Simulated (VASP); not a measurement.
# Pt (Im-3m) in VASP: further runs

The runs below take Pt through single point, with r2SCANh, r2SCAN50.

All numbers are computed with VASP 6.6.1; they aren't measurements. Logs are shortened: lines on timing, memory, paths and dates and some standing lists are left out, and cuts for length are marked.

## 1. The cell of the first run

It takes space group Im-3m (No. 229, cubic). The conventional cell has a = 3.168 Å, b = 3.168 Å, c = 3.168 Å, α = 90.00°, β = 90.00°, γ = 90.00°. Within 3.6 Å of Pt (site symmetry m-3m) lie 14 Pt at 2.74 to 3.17 Å.

## 2. Single point, r2SCANh

Input file POSCAR:

```
Pt
1.0
   -1.5842200000      1.5842200000      1.5842200000
    1.5842200000     -1.5842200000      1.5842200000
    1.5842200000      1.5842200000     -1.5842200000
Pt
1
Direct
    0.0000000000      0.0000000000      0.0000000000
```

Input file INCAR.step1:

```
PREC = Accurate ; ENCUT = 520
EDIFF = 1E-5 ; ISMEAR = -1
SIGMA = 0.05 ; LREAL = F
LASPH = T ; NELM = 80
ALGO = Normal ; ISIF = 2
LWAVE = T ; LCHARG = F
NBANDS = 11 ; GGA = PE
```

Input file INCAR.step2:

```
PREC = Accurate ; ENCUT = 520
EDIFF = 1E-7 ; ISMEAR = -1
SIGMA = 0.05 ; LREAL = F
LASPH = T ; NELM = 80
ALGO = Normal ; ISIF = 2
LWAVE = F ; LCHARG = F
METAGGA = R2SCAN ; LHFCALC = T
AEXX = 0.1 ; LMIXTAU = T
PRECFOCK = Normal ; NBANDS = 11
ISTART = 1
```

Input file KPOINTS:

```
Automatic mesh
0
Gamma
  6 6 6
```

Potentials or basis: VASP PAW PBE potentials, release 64 (Pt).

Command:

```
$ cat potpaw_PBE.64/Pt/POTCAR > POTCAR
$ cp INCAR.step1 INCAR
$ mpirun -np 1 vasp_std > vasp.out
$ cp INCAR.step2 INCAR
$ mpirun -np 1 vasp_std > vasp.out
```

OUTCAR:

```text
PREC = Accurate
   ENCUT = 520
   EDIFF = 1E-7
   ISMEAR = -1
   LREAL = F
   LASPH = T
   NELM = 80
   ISIF = 2
   METAGGA = R2SCAN
   LHFCALC = T
   AEXX = 0.1
   PRECFOCK = Normal
   ISTART = 1

 ion  position               nearest neighbor table
   1  0.000  0.000  0.000-

  LATTYP: Found a body centered cubic cell.
 ALAT       =     3.1684400000

  Lattice vectors:

 A1 = (  -1.5842200000,   1.5842200000,   1.5842200000)
 A2 = (   1.5842200000,  -1.5842200000,   1.5842200000)
 A3 = (   1.5842200000,   1.5842200000,  -1.5842200000)

Analysis of symmetry for initial positions (statically):
=====================================================================
 Subroutine PRICEL returns:
 Original cell was already a primitive cell.

 Routine SETGRP: Setting up the symmetry group for a
 body centered cubic supercell.

 Subroutine GETGRP returns: Found 48 space group operations
[... 9 lines left out ...]

 Routine SETGRP: Setting up the symmetry group for a
 body centered cubic supercell.

 Subroutine GETGRP returns: Found 48 space group operations
[... 11 lines left out ...]
                                     Primitive cell

  volume of cell :      15.9040

  direct lattice vectors                    reciprocal lattice vectors
    -1.584220000  1.584220000  1.584220000     0.000000000  0.315612731  0.315612731
     1.584220000 -1.584220000  1.584220000     0.315612731  0.000000000  0.315612731
     1.584220000  1.584220000 -1.584220000     0.315612731  0.315612731  0.000000000

  length of vectors
     2.743949530  2.743949530  2.743949530     0.446343804  0.446343804  0.446343804

  position of ions in fractional coordinates (direct lattice)
     0.000000000  0.000000000  0.000000000

  ion indices of the primitive-cell ions
   primitive index   ion index
                 1           1

----------------------------------------------------------------------------------------

 KPOINTS: Automatic mesh

Automatic generation of k-mesh.
 Grid dimensions read from file:
 generate k-points for:    6    6    6

 Generating k-lattice:

  Cartesian coordinates                     Fractional coordinates (reciprocal lattice)
     0.000000000  0.052602122  0.052602122     0.166666667  0.000000000  0.000000000
     0.052602122  0.000000000  0.052602122     0.000000000  0.166666667  0.000000000
     0.052602122  0.052602122  0.000000000     0.000000000  0.000000000  0.166666667

  Length of vectors
     0.074390634  0.074390634  0.074390634

  Shift w.r.t. Gamma in fractional coordinates (k-lattice)
     0.000000000  0.000000000  0.000000000

 Subroutine IBZKPT returns following result:
 ===========================================

 Found     16 irreducible k-points:

 Following reciprocal coordinates:
            Coordinates               Weight
  0.000000  0.000000  0.000000      1.000000
  0.166667  0.000000  0.000000     12.000000
  0.333333  0.000000  0.000000     12.000000
  0.500000  0.000000  0.000000      6.000000
  0.166667  0.166667  0.000000     24.000000
  0.333333  0.166667  0.000000     48.000000
[... 8 lines left out ...]
  0.500000  0.500000  0.333333     12.000000
  0.500000  0.500000  0.500000      1.000000
   k-points           NKPTS =     16   k-points in BZ     NKDIM =    216   number of bands    NBANDS=     11
   number of dos      NEDOS =    301   number of ions     NIONS =      1
   total plane-waves  NPLWV =   8000
   dimension x,y,z NGX =    20 NGY =   20 NGZ =   20
   dimension x,y,z NGXF=    40 NGYF=   40 NGZF=   40
   ions per type =               1
   NGX,Y,Z   is equivalent  to a cutoff of  12.12, 12.12, 12.12 a.u.
   NGXF,Y,Z  is equivalent  to a cutoff of  24.23, 24.23, 24.23 a.u.
 SYSTEM =  unknown system
   PREC   = accura    normal or accurate (medium, high low for compatibility)
   ISTART =      1    job   : 0-new  1-cont  2-samecut
   ICHARG =      0    charge: 1-file 2-atom 10-const
   ISPIN  =      1    spin polarized calculation?
   LNONCOLLINEAR =      F non collinear calculations
   LSORBIT =      F    spin-orbit coupling
   LASPH  =      T    aspherical Exc in radial PAW
   ENCUT  =  520.0 eV  38.22 Ry    6.18 a.u.   5.10  5.10  5.10*2*pi/ulx,y,z
   NELM   =     80;   NELMIN=  2; NELMDL=  0     # of ELM steps
   EDIFF  = 0.1E-06   stopping-criterion for ELM
   LREAL  =      F    real-space projection
   EDIFFG = 0.1E-05   stopping-criterion for IOM
   NSW    =      0    number of steps for IOM
   IBRION =     -1    ionic relax: 0-MD 1-quasi-New 2-CG
   NFREE  =      0    steps in history (QN), initial steepest desc. (CG)
   ISIF   =      2    stress and relaxation
   ISYM   =      3    0-nonsym 1-usesym 2-fastsym
   POTIM  = 0.5000    time-step for ionic-motion
   TEBEG  =    0.0;   TEEND  =   0.0 temperature during run
   PSTRESS=    0.0 pullay stress
   NELECT =      10.0000    total number of electrons
   NUPDOWN=      -1.0000    fix difference up-down
   EMIN   =  10.00;   EMAX   =-10.00  energy-range for DOS
   EFERMI =   0.00;   METHOD = LEGACY
   ISMEAR =    -1;   SIGMA  =   0.05  broadening in eV -4-tet -1-fermi 0-gaus
   EFERMI_NEDOS =   21; number of points for ismear=-14 and -15
   IALGO  =     38    algorithm
   IMIX   =      1    mixing-type and parameters
     AMIX     =   0.40;   BMIX     =  1.00
     AMIX_MAG =   1.60;   BMIX_MAG =  1.00
  volume/ion in A,a.u.               =      15.90       107.33
  Fermi-wavevector in a.u.,A,eV,Ry     =   1.402510  2.650360 26.763132  1.967035
  Thomas-Fermi vector in A             =   2.525265
   LORBIT       =      0    0 simple, 1 ext, 2 COOP (PROOUT), +10 PAW based schemes
   METAGGA = R2SCAN    functional components
   LHFCALC =     T    Hartree Fock is set to
   PRECFOCK=normal    Normal, Fast or Accurate (Low or Medium for compatibility)
   ENCUT4O =  -1.0   cutoff for four orbital integrals eV
   NKREDX  =     1    reduce k-point grid by
   NKREDY  =     1    reduce k-point grid by
   NKREDZ  =     1    reduce k-point grid by
   AEXX    =    0.1000 exact exchange contribution
   HFSCREEN=    0.0000 screening length (either q_TF or 0.3 A-1)
   HFSCREENC=   0.0000 screening length for correlation (either q_TF or 0.3 A-1)
   ENCUTFOCK=  -1.0 apply spherical cutoff to Coloumb kernel
   IVDW    =     0    specifies the selected vdW correction
   LEPSILON=     F    determine dielectric tensor
   LRPA    =     F    only Hartree local field effects (RPA)
 non-spin polarized calculation
  energy-cutoff  :      520.00
  volume of cell :       15.90
 maximum number of plane-waves:       438
  NGX = 16; NGY = 16; NGZ = 16

 number of electron      10.0000000 magnetization

 Free energy of the ion-electron system (eV)
  ---------------------------------------------------
  ext. energy  EPLUGINS =         0.00000000
  ---------------------------------------------------
  free energy    TOTEN  =       -47.56811125 eV

  energy without entropy =      -47.56490695  energy(sigma->0) =      -47.56650910

 E-fermi :   9.5041     XC(G=0): -12.9277

 val. band max:        9.0714745649   @ k =   0.3333   0.0000   0.0000
 cond. band min:       9.6239955513   @ k =  -0.3333   0.5000   0.1667
 fundamental gap:      0.5525209864
 Fermi energy:         9.5041487914

 k-point     1 :       0.0000    0.0000    0.0000
  band No.  band energies     occupation
      1      -0.4400      2.00000
      2       5.7103      2.00000
      3       5.7103      2.00000
      4       5.7103      2.00000
      5       8.1859      2.00000
      6       8.1859      2.00000
      7      28.3420      0.00000
      8      28.3420      0.00000
      9      28.3420      0.00000
     10      38.7022      0.00000
     11      38.7022      0.00000

 k-point     2 :       0.1667    0.0000    0.0000
  band No.  band energies     occupation
      1       0.7076      2.00000
      2       5.2975      2.00000
      3       5.7006      2.00000
      4       6.6658      2.00000
      5       7.8134      2.00000
      6       8.2384      2.00000
      7      28.1251      0.00000
      8      28.3318      0.00000
      9      29.9843      0.00000
     10      33.9739      0.00000
     11      34.1576      0.00000

 k-point     3 :       0.3333    0.0000    0.0000
  band No.  band energies     occupation
      1       2.4613      2.00000
      2       4.5572      2.00000
      3       6.7630      2.00000
      4       7.9937      2.00000
      5       8.4284      2.00000
      6       9.0715      1.99965
      7      21.8690      0.00000
      8      25.7270      0.00000
      9      29.9095      0.00000
     10      33.8687      0.00000
     11      34.8161      0.00000

 k-point     4 :       0.5000    0.0000    0.0000
  band No.  band energies     occupation
      1       2.5066      2.00000
      2       4.2211      2.00000
      3       8.0539      2.00000
      4       8.5607      2.00000
      5      10.3504      0.00000
      6      10.9616      0.00000
      7      16.8247      0.00000
      8      24.2834      0.00000
      9      26.8832      0.00000
     10      35.5739      0.00000
     11      36.3151      0.00000
[... 127 lines left out ...]
 k-point    14 :      -0.3333    0.3333    0.3333
  band No.  band energies     occupation
      1       4.0061      2.00000
      2       4.0097      2.00000
      3       7.7080      2.00000
      4       7.7080      2.00000
      5       8.8635      1.99999
      6      12.0005      0.00000
      7      23.3659      0.00000
      8      23.3659      0.00000
      9      25.5195      0.00000
     10      29.4086      0.00000
     11      35.0591      0.00000

 k-point    15 :       0.5000    0.5000    0.3333
  band No.  band energies     occupation
      1       3.4465      2.00000
      2       3.6781      2.00000
      3       7.9745      2.00000
      4       8.3795      2.00000
      5      10.5535      0.00000
      6      17.0243      0.00000
      7      17.0320      0.00000
      8      20.8962      0.00000
      9      27.3989      0.00000
     10      30.4820      0.00000
     11      31.0063      0.00000

 k-point    16 :       0.5000    0.5000    0.5000
  band No.  band energies     occupation
      1       2.9219      2.00000
      2       2.9219      2.00000
      3      10.4075      0.00000
      4      10.4075      0.00000
      5      10.4075      0.00000
      6      18.2603      0.00000
      7      18.2603      0.00000
      8      18.2603      0.00000
      9      23.8006      0.00000
     10      30.0909      0.00000
     11      30.0909      0.00000

------------------------ aborting loop because EDIFF is reached ----------------------------------------

  FORCE on cell =-STRESS in cart. coord.  units (eV):
  Direction    XX          YY          ZZ          XY          YZ          ZX
  --------------------------------------------------------------------------------------
  -------------------------------------------------------------------------------------
  Total       -0.7923177     -0.7923177     -0.7923177     -0.0000000      0.0000000     -0.0000000
  in kB      -79.8184813    -79.8184813    -79.8184813     -0.0000000      0.0000000     -0.0000000
  external PRESSURE =     -79.8184813 kB  Pullay stress =       0.0000000 kB

 VOLUME and BASIS-vectors are now :
 -----------------------------------------------------------------------------
  energy-cutoff  :      520.00
  volume of cell :       15.90
      direct lattice vectors                 reciprocal lattice vectors
    -1.584220000  1.584220000  1.584220000     0.000000000  0.315612731  0.315612731
     1.584220000 -1.584220000  1.584220000     0.315612731  0.000000000  0.315612731
     1.584220000  1.584220000 -1.584220000     0.315612731  0.315612731  0.000000000

 POSITION                                       TOTAL-FORCE (eV/Angst)
 -----------------------------------------------------------------------------------
      0.00000      0.00000      0.00000        -0.000000     -0.000000     -0.000000
 -----------------------------------------------------------------------------------
    total drift:                               -0.000000      0.000000      0.000000

  FREE ENERGIE OF THE ION-ELECTRON SYSTEM (eV)
  ---------------------------------------------------
  free  energy   TOTEN  =       -47.5681112467 eV

  energy  without entropy=      -47.5649069540  energy(sigma->0) =      -47.56650910
```

Wall time 9.9 min (1 thread of Intel Xeon Platinum 8259CL at 2.50GHz (Skylake/Cascade Lake), shared host); peak memory 0.14 GiB.

What came out:

* Free energy: -47.5681 eV
* Pressure: -8.0 GPa
* Band gap on the k mesh: zero (band 5 reaches 10.83 eV, above the bottom of band 6 at 8.19 eV)

Levels at points of the mesh, in eV from the Fermi level:
| k point | band 1 | band 2 | band 3 | band 4 | band 5 | band 6 | band 7 | band 8 | band 9 | band 10 |
| --- | --- | --- | --- | --- | --- | --- | --- | --- | --- | --- |
| (0.00, 0.00, 0.00) | -9.94 | -3.79 | -3.79 | -3.79 | -1.32 | -1.32 | 18.84 | 18.84 | 18.84 | 29.20 |
| (0.50, 0.00, 0.00) | -7.00 | -5.28 | -1.45 | -0.94 | 0.85 | 1.46 | 7.32 | 14.78 | 17.38 | 26.07 |
| (0.50, 0.50, 0.50) | -6.58 | -6.58 | 0.90 | 0.90 | 0.90 | 8.76 | 8.76 | 8.76 | 14.30 | 20.59 |

Caveat: the k points lie up to 0.47 Å⁻¹ apart; the PAW data sets were made with another functional, which shifts forces and pressure a little; spin-orbit coupling is left out, which moves the levels of the heavy elements.

## 3. Single point, r2SCAN50

POSCAR is that of step 2.

Input file INCAR.step1:

```
SYSTEM = Pt
PREC = Accurate ; ENCUT = 520
EDIFF = 1E-5 ; ISMEAR = -1
SIGMA = 0.05 ; LREAL = .False.
LASPH = .True. ; NELM = 60
ALGO = Normal ; ISIF = 2
LWAVE = .True. ; LCHARG = .False.
GGA = PE ; NBANDS = 11
```

Input file INCAR.step2:

```
SYSTEM = Pt
PREC = Accurate ; ENCUT = 520
EDIFF = 1E-6 ; ISMEAR = -1
SIGMA = 0.05 ; LREAL = .False.
LASPH = .True. ; NELM = 60
ALGO = Normal ; ISIF = 2
LWAVE = .False. ; LCHARG = .False.
METAGGA = R2SCAN ; LHFCALC = .True.
AEXX = 0.5 ; LMIXTAU = .True.
PRECFOCK = Normal ; ISTART = 1
NBANDS = 11
```

Input file KPOINTS:

```
Automatic mesh
0
Gamma
  6 6 6
  0 0 0
```

Potentials or basis: VASP PAW PBE potentials, release 64 (Pt).

Command:

```
$ cat potpaw_PBE.64/Pt/POTCAR > POTCAR
$ cp INCAR.step1 INCAR
$ mpirun -np 1 vasp_std > vasp.out
$ cp INCAR.step2 INCAR
$ mpirun -np 1 vasp_std > vasp.out
```

Wall time 9.4 min (1 thread of Intel Xeon Platinum 8259CL at 2.50GHz (Skylake/Cascade Lake), shared host); peak memory 0.14 GiB.

The run converged. Its results:

| Quantity | Value |
| --- | --- |
| Free energy | -32.3309 eV |
| Pressure | -16.5 GPa |
| Band gap on the k mesh | zero (band 5 reaches 10.84 eV, above the bottom of band 6 at 5.75 eV) |

Levels at points of the mesh, in eV from the Fermi level:
```
           k point  band 1  band 2  band 3  band 4  band 5  band 6  band 7  band 8  band 9  band 10
(0.00, 0.00, 0.00)  -11.95   -5.73   -5.73   -5.73   -3.33   -3.33   20.88   20.88   20.88    31.48
(0.50, 0.00, 0.00)   -9.18   -7.37   -3.29   -2.74    1.46    1.85    9.37   16.72   19.70    28.49
(0.50, 0.50, 0.50)   -9.02   -9.02    1.23    1.23    1.23   10.46   10.46   10.46   17.12    22.89
```

Caveat: the k points lie up to 0.47 Å⁻¹ apart; the PAW data sets were made with another functional, which shifts forces and pressure a little; spin-orbit coupling is left out, which moves the levels of the heavy elements.
